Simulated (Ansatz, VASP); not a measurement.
# One calculation of Al36H, two programs

File INCAR:

```
SYSTEM = Al36H
PREC = Accurate
ENCUT = 520
EDIFF = 1E-7
ISMEAR = 0
SIGMA = 0.1
LREAL = Auto
LASPH = .True.
NELM = 60
ALGO = Fast
ISIF = 2
LWAVE = .False.
LCHARG = .False.
LDIPOL = .True.
IDIPOL = 3
DIPOL = 0.5 0.5 0.378
GGA = PE
IVDW = 12
NBANDS = 78
```

The input KPOINTS:

```
Automatic mesh
0
Gamma
  6 6 1
  0 0 0
```

Contents of POSCAR:

```
Al36H
1.0
    5.6288445219      0.0000000000      0.0000000000
   -2.8144222609      4.8747223499      0.0000000000
    0.0000000000      0.0000000000     35.9073562080
Al H
36 1
Direct
    0.1666666667      0.3333333333      0.1113977865
    0.1666666667      0.8333333333      0.1113977865
    0.6666666667      0.3333333333      0.1113977865
    0.6666666667      0.8333333333      0.1113977865
    0.0000000000      0.0000000000      0.1757372983
    0.0000000000      0.5000000000      0.1757372983
    0.5000000000      0.0000000000      0.1757372983
    0.5000000000      0.5000000000      0.1757372983
    0.3333333333      0.1666666667      0.2400768102
    0.3333333333      0.6666666667      0.2400768102
    0.8333333333      0.1666666667      0.2400768102
    0.8333333333      0.6666666667      0.2400768102
    0.0000000000      0.0000000000      0.3044163221
    0.0000000000      0.5000000000      0.3044163221
    0.5000000000      0.0000000000      0.3044163221
    0.5000000000      0.5000000000      0.3044163221
    0.1666666667      0.3333333333      0.3682539347
    0.1666666667      0.8333333333      0.3682539347
    0.6666666667      0.3333333333      0.3682539347
    0.6666666667      0.8333333333      0.3682539347
    0.0000000000      0.0000000000      0.4320699059
    0.0000000000      0.5000000000      0.4320699059
    0.5000000000      0.0000000000      0.4320699059
    0.5000000000      0.5000000000      0.4320699059
    0.3333333333      0.1666666667      0.4967844642
    0.3333333333      0.6666666667      0.4967844642
    0.8333333333      0.1666666667      0.4967844642
    0.8333333333      0.6666666667      0.4967844642
    0.0000000000      0.0000000000      0.5611166564
    0.0000000000      0.5000000000      0.5611166564
    0.5000000000      0.0000000000      0.5611166564
    0.5000000000      0.5000000000      0.5611166564
    0.1666666667      0.3333333333      0.6268174153
    0.1666666667      0.8333333333      0.6268174153
    0.6666666667      0.3333333333      0.6268174153
    0.6666666667      0.8333333333      0.6268174153
    0.5000000000      0.5000000000      0.7047958658
```

Input for Ansatz:

```yaml
crystal:
  lattice:
    - [5.6288445219, 0.0, 0.0]
    - [-2.8144222609, 4.8747223499, 0.0]
    - [0.0, 0.0, 35.907356208]
  atoms:
    - { symbol: Al, position: [0.1666666667, 0.3333333333, 0.1113977865] }
    - { symbol: Al, position: [0.1666666667, 0.8333333333, 0.1113977865] }
    - { symbol: Al, position: [0.6666666667, 0.3333333333, 0.1113977865] }
    - { symbol: Al, position: [0.6666666667, 0.8333333333, 0.1113977865] }
    - { symbol: Al, position: [0.0, 0.0, 0.1757372983] }
    - { symbol: Al, position: [0.0, 0.5, 0.1757372983] }
    - { symbol: Al, position: [0.5, 0.0, 0.1757372983] }
    - { symbol: Al, position: [0.5, 0.5, 0.1757372983] }
    - { symbol: Al, position: [0.3333333333, 0.1666666667, 0.2400768102] }
    - { symbol: Al, position: [0.3333333333, 0.6666666667, 0.2400768102] }
    - { symbol: Al, position: [0.8333333333, 0.1666666667, 0.2400768102] }
    - { symbol: Al, position: [0.8333333333, 0.6666666667, 0.2400768102] }
    - { symbol: Al, position: [0.0, 0.0, 0.3044163221] }
    - { symbol: Al, position: [0.0, 0.5, 0.3044163221] }
    - { symbol: Al, position: [0.5, 0.0, 0.3044163221] }
    - { symbol: Al, position: [0.5, 0.5, 0.3044163221] }
    - { symbol: Al, position: [0.1666666667, 0.3333333333, 0.3682539347] }
    - { symbol: Al, position: [0.1666666667, 0.8333333333, 0.3682539347] }
    - { symbol: Al, position: [0.6666666667, 0.3333333333, 0.3682539347] }
    - { symbol: Al, position: [0.6666666667, 0.8333333333, 0.3682539347] }
    - { symbol: Al, position: [0.0, 0.0, 0.4320699059] }
    - { symbol: Al, position: [0.0, 0.5, 0.4320699059] }
    - { symbol: Al, position: [0.5, 0.0, 0.4320699059] }
    - { symbol: Al, position: [0.5, 0.5, 0.4320699059] }
    - { symbol: Al, position: [0.3333333333, 0.1666666667, 0.4967844642] }
    - { symbol: Al, position: [0.3333333333, 0.6666666667, 0.4967844642] }
    - { symbol: Al, position: [0.8333333333, 0.1666666667, 0.4967844642] }
    - { symbol: Al, position: [0.8333333333, 0.6666666667, 0.4967844642] }
    - { symbol: Al, position: [0.0, 0.0, 0.5611166564] }
    - { symbol: Al, position: [0.0, 0.5, 0.5611166564] }
    - { symbol: Al, position: [0.5, 0.0, 0.5611166564] }
    - { symbol: Al, position: [0.5, 0.5, 0.5611166564] }
    - { symbol: Al, position: [0.1666666667, 0.3333333333, 0.6268174153] }
    - { symbol: Al, position: [0.1666666667, 0.8333333333, 0.6268174153] }
    - { symbol: Al, position: [0.6666666667, 0.3333333333, 0.6268174153] }
    - { symbol: Al, position: [0.6666666667, 0.8333333333, 0.6268174153] }
    - { symbol: H, position: [0.5, 0.5, 0.7047958658] }
basis:
  ecutwfc: 420
kpoints:
  mp_grid: { grid: [6, 6, 1] }
hamiltonian:
  xc: pbe
  pseudopotentials: { kind: paw, azcp: { folder: soft_1 } }
  dispersion: d3bj
scf:
  occupations: { method: gaussian, width: 0.1 }
output:
  forces: true
  eigenvalues: true
efield:
  axis: 3
  dipole_correction: true
  ramp_width: 0.04
```

Alike in both runs: task single point; functional PBE; dispersion D3(BJ); k mesh 6 × 6 × 1; occupations gaussian, width 0.1 eV; no spin polarisation.

|  | VASP | Ansatz |
| --- | --- | --- |
| version | VASP 6.6.1 | Ansatz 0.2.0 |
| potentials or method | VASP PAW PBE potentials, release 64 (Al, H), cutoff 520 eV | scalar-relativistic, plane waves, PAW |
| valence electrons in the cell | 109 | 109 |

```tsv
	VASP	Ansatz	Ansatz less VASP
gap on the k mesh at the Fermi level (eV)	none	none	-
rms of the force components (eV/Å)	0.124	0.124	+0.0001
```

Atom by atom the forces differ by 0.001 eV/Å (rms over components). A gap of «none» marks a metal or a gap that the smearing closes.
